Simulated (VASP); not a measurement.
# HfSbAu3 (Pm-3m) in VASP: notebook

Runs on HfSbAu3. Level: PBE. Tasks: relaxation of cell and atoms, single point.

All numbers are computed with VASP 6.6.1; they aren't measurements. Logs are shortened: lines on timing, memory, paths and dates and some standing lists are left out, and cuts for length are marked.

## Step 1: The cell of the first run

It takes space group Pm-3m (No. 221, cubic). The conventional cell has a = 4.600 Å, b = 4.600 Å, c = 4.600 Å, α = 90.00°, β = 90.00°, γ = 90.00°. Within 3.0 Å of Hf (site symmetry m-3m) lie 6 Au at 2.30 Å. Within 4.3 Å of Sb (site symmetry m-3m) lie 12 Au at 3.25 Å and 8 Hf at 3.98 Å. Au (site symmetry 4/mmm) has 2 Hf at 2.30 Å within 3.0 Å.

## Step 2: Relaxation of cell and atoms, PBE

File INCAR:

```
SYSTEM = HfSbAu3
PREC = Accurate
ENCUT = 600
EDIFF = 1E-6
ISMEAR = 0
SIGMA = 0.1
LREAL = .False.
LASPH = .True.
NELM = 80
ALGO = Normal
ISIF = 3
LWAVE = .False.
LCHARG = .False.
GGA = PE
IBRION = 2
NSW = 90
EDIFFG = -0.04
```

File KPOINTS:

```
Automatic mesh
0
Gamma
  4 4 4
  0 0 0
```

File POSCAR:

```
HfSbAu3
1.0
    4.5998977705      0.0000000000      0.0000000000
    0.0000000000      4.5998977705      0.0000000000
    0.0000000000      0.0000000000      4.5998977705
Hf Sb Au
1 1 3
Direct
    0.5000000000      0.5000000000      0.5000000000
    0.0000000000      0.0000000000      0.0000000000
    0.0000000000      0.5000000000      0.5000000000
    0.5000000000      0.0000000000      0.5000000000
    0.5000000000      0.5000000000      0.0000000000
```

Potentials or basis: VASP PAW PBE potentials, release 64 (Hf_pv, Sb, Au).

Started as:

```console
cat potpaw_PBE.64/Hf_pv/POTCAR potpaw_PBE.64/Sb/POTCAR potpaw_PBE.64/Au/POTCAR > POTCAR
mpirun -np 1 vasp_std > vasp.out
```

OUTCAR:

```text
SYSTEM = HfSbAu3
   PREC = Accurate
   ENCUT = 600
   EDIFF = 1E-6
   ISMEAR = 0
   LREAL = .False.
   LASPH = .True.
   NELM = 80
   ISIF = 3
   GGA = PE
   IBRION = 2
   NSW = 90
   EDIFFG = -0.04

 ion  position               nearest neighbor table
   1  0.500  0.500  0.500-   3 2.30   4 2.30   5 2.30   5 2.30   4 2.30   3 2.30
   2  0.000  0.000  0.000-   3 3.25   4 3.25   5 3.25   3 3.25   4 3.25   3 3.25   5 3.25   3 3.25
                             4 3.25   5 3.25   4 3.25   5 3.25
   3  0.000  0.500  0.500-   1 2.30   1 2.30   4 3.25   5 3.25   2 3.25   5 3.25   2 3.25   4 3.25
                             2 3.25   2 3.25   4 3.25   5 3.25   5 3.25   4 3.25
   4  0.500  0.000  0.500-   1 2.30   1 2.30   3 3.25   5 3.25   2 3.25   5 3.25   2 3.25   3 3.25
                             5 3.25   5 3.25   2 3.25   3 3.25   2 3.25   3 3.25
   5  0.500  0.500  0.000-   1 2.30   1 2.30   3 3.25   4 3.25   2 3.25   3 3.25   4 3.25   2 3.25
                             4 3.25   4 3.25   2 3.25   3 3.25   3 3.25   2 3.25

  LATTYP: Found a simple cubic cell.
 ALAT       =     4.5998977705

  Lattice vectors:

 A1 = (   4.5998977705,   0.0000000000,   0.0000000000)
 A2 = (   0.0000000000,   4.5998977705,   0.0000000000)
 A3 = (   0.0000000000,   0.0000000000,   4.5998977705)

Analysis of symmetry for initial positions (statically):
=====================================================================
 Subroutine PRICEL returns:
 Original cell was already a primitive cell.

 Routine SETGRP: Setting up the symmetry group for a
 simple cubic supercell.

 Subroutine GETGRP returns: Found 48 space group operations
 (whereof 48 operations were pure point group operations)
 out of a pool of 48 trial point group operations.

The static configuration has the point symmetry O_h .

Analysis of symmetry for dynamics (positions and initial velocities):
=====================================================================
 Subroutine PRICEL returns:
 Original cell was already a primitive cell.

 Routine SETGRP: Setting up the symmetry group for a
 simple cubic supercell.

 Subroutine GETGRP returns: Found 48 space group operations
 (whereof 48 operations were pure point group operations)
 out of a pool of 48 trial point group operations.

The dynamic configuration has the point symmetry O_h .

 Subroutine INISYM returns: Found 48 space group operations
 (whereof 48 operations are pure point group operations),
 and found     1 'primitive' translations

----------------------------------------------------------------------------------------

                                     Primitive cell

  volume of cell :      97.3295

  direct lattice vectors                    reciprocal lattice vectors
     4.599897771  0.000000000  0.000000000     0.217396136  0.000000000  0.000000000
     0.000000000  4.599897771  0.000000000     0.000000000  0.217396136  0.000000000
     0.000000000  0.000000000  4.599897771     0.000000000  0.000000000  0.217396136

  length of vectors
     4.599897771  4.599897771  4.599897771     0.217396136  0.217396136  0.217396136

  position of ions in fractional coordinates (direct lattice)
     0.500000000  0.500000000  0.500000000
     0.000000000  0.000000000  0.000000000
     0.000000000  0.500000000  0.500000000
     0.500000000  0.000000000  0.500000000
     0.500000000  0.500000000  0.000000000

  ion indices of the primitive-cell ions
   primitive index   ion index
                 1           1
                 2           2
                 3           3
                 4           4
                 5           5

----------------------------------------------------------------------------------------

 KPOINTS: Automatic mesh

Automatic generation of k-mesh.
 Grid dimensions read from file:
 generate k-points for:    4    4    4

 Generating k-lattice:

  Cartesian coordinates                     Fractional coordinates (reciprocal lattice)
     0.054349034  0.000000000  0.000000000     0.250000000  0.000000000  0.000000000
     0.000000000  0.054349034  0.000000000     0.000000000  0.250000000  0.000000000
     0.000000000  0.000000000  0.054349034     0.000000000  0.000000000  0.250000000

  Length of vectors
     0.054349034  0.054349034  0.054349034

  Shift w.r.t. Gamma in fractional coordinates (k-lattice)
     0.000000000  0.000000000  0.000000000

 Subroutine IBZKPT returns following result:
 ===========================================

 Found     10 irreducible k-points:

 Following reciprocal coordinates:
            Coordinates               Weight
  0.000000  0.000000  0.000000      1.000000
  0.250000  0.000000  0.000000      6.000000
  0.500000  0.000000  0.000000      3.000000
  0.250000  0.250000  0.000000     12.000000
  0.500000  0.250000  0.000000     12.000000
  0.500000  0.500000  0.000000      3.000000
  0.250000  0.250000  0.250000      8.000000
  0.500000  0.250000  0.250000     12.000000
  0.500000  0.500000  0.250000      6.000000
  0.500000  0.500000  0.500000      1.000000
   k-points           NKPTS =     10   k-points in BZ     NKDIM =     10   number of bands    NBANDS=     28
   number of dos      NEDOS =    301   number of ions     NIONS =      5
   total plane-waves  NPLWV =  64000
   dimension x,y,z NGX =    40 NGY =   40 NGZ =   40
   dimension x,y,z NGXF=    80 NGYF=   80 NGZF=   80
   ions per type =               1   1   3
   NGX,Y,Z   is equivalent  to a cutoff of  14.46, 14.46, 14.46 a.u.
   NGXF,Y,Z  is equivalent  to a cutoff of  28.91, 28.91, 28.91 a.u.
 SYSTEM =  HfSbAu3
   PREC   = accura    normal or accurate (medium, high low for compatibility)
   ISTART =      0    job   : 0-new  1-cont  2-samecut
   ICHARG =      2    charge: 1-file 2-atom 10-const
   ISPIN  =      1    spin polarized calculation?
   LNONCOLLINEAR =      F non collinear calculations
   LSORBIT =      F    spin-orbit coupling
   LASPH  =      T    aspherical Exc in radial PAW
   ENCUT  =  600.0 eV  44.10 Ry    6.64 a.u.   9.19  9.19  9.19*2*pi/ulx,y,z
   NELM   =     80;   NELMIN=  2; NELMDL= -5     # of ELM steps
   EDIFF  = 0.1E-05   stopping-criterion for ELM
   LREAL  =      F    real-space projection
   EDIFFG = -.4E-01   stopping-criterion for IOM
   NSW    =     90    number of steps for IOM
   IBRION =      2    ionic relax: 0-MD 1-quasi-New 2-CG
   NFREE  =      1    steps in history (QN), initial steepest desc. (CG)
   ISIF   =      3    stress and relaxation
   ISYM   =      2    0-nonsym 1-usesym 2-fastsym
   POTIM  = 0.5000    time-step for ionic-motion
   TEBEG  =    0.0;   TEEND  =   0.0 temperature during run
   PSTRESS=    0.0 pullay stress
   NELECT =      48.0000    total number of electrons
   NUPDOWN=      -1.0000    fix difference up-down
   EMIN   =  10.00;   EMAX   =-10.00  energy-range for DOS
   EFERMI =   0.00;   METHOD = LEGACY
   ISMEAR =     0;   SIGMA  =   0.10  broadening in eV -4-tet -1-fermi 0-gaus
   EFERMI_NEDOS =   21; number of points for ismear=-14 and -15
   IALGO  =     38    algorithm
   IMIX   =      4    mixing-type and parameters
     AMIX     =   0.40;   BMIX     =  1.00
     AMIX_MAG =   1.60;   BMIX_MAG =  1.00
  volume/ion in A,a.u.               =      19.47       131.36
  Fermi-wavevector in a.u.,A,eV,Ry     =   1.293422  2.444214 22.761753  1.672942
  Thomas-Fermi vector in A             =   2.425069
   LORBIT       =      0    0 simple, 1 ext, 2 COOP (PROOUT), +10 PAW based schemes
   GGA     = PE    functional components
   LHFCALC =     F    Hartree Fock is set to
   AEXX    =    0.0000 exact exchange contribution
   IVDW    =     0    specifies the selected vdW correction
   LEPSILON=     F    determine dielectric tensor
   LRPA    =     F    only Hartree local field effects (RPA)
 conjugate gradient relaxation of ions
 non-spin polarized calculation
 Gauss-broadening in eV      SIGMA  =   0.10
  energy-cutoff  :      600.00
  volume of cell :       97.33
 maximum number of plane-waves:      3294
 NGX is ok and might be reduce to    40
   NGX = 19   NGY = 19   NGZ = 19

--------------------------------------- Ionic step        1  -------------------------------------------

 number of electron      48.0000001 magnetization

 Free energy of the ion-electron system (eV)
  ---------------------------------------------------
  ext. energy  EPLUGINS =         0.00000000
  ---------------------------------------------------
  free energy    TOTEN  =       -15.91760903 eV

  energy without entropy =      -15.90529013  energy(sigma->0) =      -15.91144958

 E-fermi :   8.8781     XC(G=0): -11.7250

 val. band max:        8.8411858235   @ k =   0.5000   0.5000   0.0000
 cond. band min:       8.9425331062   @ k =   0.5000   0.2500   0.0000
 fundamental gap:      0.1013472827
 Fermi energy:         8.8781088075

 k-point     1 :       0.0000    0.0000    0.0000
  band No.  band energies     occupation
      1     -22.6916      2.00000
      2     -22.6916      2.00000
      3     -22.6916      2.00000
      4      -2.2362      2.00000
      5       0.5106      2.00000
      6       0.5106      2.00000
[... 20 lines left out ...]
     27      13.4030      0.00000
[... 417 lines left out ...]
 POSITION                                       TOTAL-FORCE (eV/Angst)
 -----------------------------------------------------------------------------------
      2.59729      2.59729      2.59729         0.000000     -0.000000      0.000000
      0.00000      0.00000      0.00000         0.000000     -0.000000      0.000000
      0.00000      2.59729      2.59729         0.000000     -0.000000      0.000000
      2.59729      0.00000      2.59729         0.000000     -0.000000      0.000000
      2.59729      2.59729     -0.00000        -0.000000      0.000000      0.000000
 -----------------------------------------------------------------------------------
    total drift:                               -0.000000     -0.000000     -0.000000

  FREE ENERGIE OF THE ION-ELECTRON SYSTEM (eV)
  ---------------------------------------------------
  free  energy   TOTEN  =       -20.4552609873 eV

  energy  without entropy=      -20.4304159170  energy(sigma->0) =      -20.44283845

--------------------------------------- Ionic step        5  -------------------------------------------

 number of electron      47.9999992 magnetization

 Free energy of the ion-electron system (eV)
  ---------------------------------------------------
  ext. energy  EPLUGINS =         0.00000000
  ---------------------------------------------------
  free energy    TOTEN  =       -20.45728762 eV

  energy without entropy =      -20.43263717  energy(sigma->0) =      -20.44496239

 E-fermi :   4.4993     XC(G=0):  -9.9184

 val. band max:        4.4776277686   @ k =   0.5000   0.0000   0.0000
 cond. band min:       4.5173748011   @ k =   0.2500   0.2500   0.2500
 fundamental gap:      0.0397470325
 Fermi energy:         4.4992533454

 k-point     1 :       0.0000    0.0000    0.0000
  band No.  band energies     occupation
      1     -27.0288      2.00000
      2     -27.0288      2.00000
      3     -27.0288      2.00000
      4      -4.6193      2.00000
      5      -2.2942      2.00000
      6      -1.3757      2.00000
[... 20 lines left out ...]
     27       7.7664      0.00000
[... 300 lines left out ...]
 POSITION                                       TOTAL-FORCE (eV/Angst)
 -----------------------------------------------------------------------------------
      2.58915      2.58915      2.58915         0.000000      0.000000      0.000000
      0.00000      0.00000      0.00000         0.000000     -0.000000      0.000000
      0.00000      2.58915      2.58915         0.000000      0.000000      0.000000
      2.58915      0.00000      2.58915         0.000000      0.000000      0.000000
      2.58915      2.58915     -0.00000        -0.000000     -0.000000      0.000000
 -----------------------------------------------------------------------------------
    total drift:                               -0.000000     -0.000000     -0.000000

  FREE ENERGIE OF THE ION-ELECTRON SYSTEM (eV)
  ---------------------------------------------------
  free  energy   TOTEN  =       -20.4572876205 eV

  energy  without entropy=      -20.4326371675  energy(sigma->0) =      -20.44496239

 reached required accuracy - stopping structural energy minimisation
```

Wall time 6.4 min (1 thread of Oxide Virtual Turin-like, shared host); peak memory 0.23 GiB.

Results:

```yaml
Free_energy: -20.4573 eV
Relaxed_volume: 27.77 Å³/atom
Relaxed_cell: a = 5.178 Å, b = 5.178 Å, c = 5.178 Å, α = 90.00°, β = 90.00°, γ = 90.00°
Space_group_after_relaxing_to_0.05_Å: Pm-3m (No. 221)
Energy_gained_by_relaxing: 907.9 meV/atom
Ionic_steps: 5
Pressure_after_relaxing: 0.0 GPa
Band_gap_on_the_k_mesh: zero (band 24 reaches 4.83 eV, above the bottom of band 25 at 3.00 eV)
```

Step by step:
```csv
step,energy change (eV),largest force (eV/Å),pressure (GPa),volume (Å³)
1,0.0000,0.0000,49.89,97.33
2,-1.6885,0.0000,-8.49,210.12
3,-4.5300,0.0000,-1.09,141.70
4,-4.5377,0.0000,-0.51,140.17
5,-4.5397,0.0000,0.02,138.85
```

Final structure:
```cif
data_structure
_symmetry_space_group_name_H-M 'P 1'
_symmetry_Int_Tables_number 1
_cell_length_a 5.1783
_cell_length_b 5.1783
_cell_length_c 5.1783
_cell_angle_alpha 90.000
_cell_angle_beta 90.000
_cell_angle_gamma 90.000
_cell_volume 138.85
loop_
_atom_site_label
_atom_site_type_symbol
_atom_site_fract_x
_atom_site_fract_y
_atom_site_fract_z
_atom_site_occupancy
Hf1 Hf 0.50000 0.50000 0.50000 1
Sb1 Sb 0.00000 0.00000 0.00000 1
Au1 Au 0.00000 0.50000 0.50000 1
Au2 Au 0.50000 0.00000 0.50000 1
Au3 Au 0.50000 0.50000 0.00000 1
```

Caveat: the volume moved by over 15 % at a fixed basis, so the end points are rough; spin-orbit coupling is left out, which moves the levels of the heavy elements.

## Step 3: Single point, PBE

This run uses another cell than the first one, of 27.94 Å³/atom, 1.436 times its volume.

File INCAR:

```
ALGO = Fast ; EDIFF = 1E-6
ENCUT = 520 ; GGA = PE
ISIF = 2 ; ISMEAR = 0
LASPH = T ; LCHARG = F
LREAL = F ; LWAVE = F
NBANDS = 32 ; NELM = 80
PREC = Accurate ; SIGMA = 0.1
```

File KPOINTS:

```
k-points
0
Gamma
  8 8 8
```

POSCAR, as its differences from that of step 2:

```diff
@@ -2,5 +2,5 @@
 1.0
-    4.5998977705      0.0000000000      0.0000000000
-    0.0000000000      4.5998977705      0.0000000000
-    0.0000000000      0.0000000000      4.5998977705
+    5.1889884797      0.0000000000      0.0000000000
+    0.0000000000      5.1889884797      0.0000000000
+    0.0000000000      0.0000000000      5.1889884797
 Hf Sb Au
```

Potentials or basis: VASP PAW PBE potentials, release 64 (Hf_pv, Sb, Au).

Started as:

```console
cat potpaw_PBE.64/Hf_pv/POTCAR potpaw_PBE.64/Sb/POTCAR potpaw_PBE.64/Au/POTCAR > POTCAR
mpirun -np 1 vasp_std > vasp.out
```

Wall time 4.1 min (1 thread of Oxide Virtual Turin-like, shared host); peak memory 0.31 GiB.

The run converged. Its results:

| Quantity | Value |
| --- | --- |
| Free energy | -20.4758 eV |
| Pressure | -0.4 GPa |
| Band gap on the k mesh | zero (band 24 reaches 4.77 eV, above the bottom of band 25 at 2.93 eV) |

Levels at points of the mesh, in eV from the Fermi level:
```csv
k point,band 22,band 23,band 24,band 25,band 26,band 27
"(0.00, 0.00, 0.00)",-1.14,-1.10,-1.10,-1.10,3.21,3.21
"(0.50, 0.00, 0.00)",-1.19,-0.01,-0.01,0.03,1.61,2.11
"(0.50, 0.50, 0.00)",-2.68,-0.36,-0.36,0.31,0.68,1.34
"(0.50, 0.50, 0.50)",-2.30,-2.26,-1.51,-1.51,-1.51,0.21
```

Caveat: spin-orbit coupling is left out, which moves the levels of the heavy elements.

(Continued in part 2 of 2.)
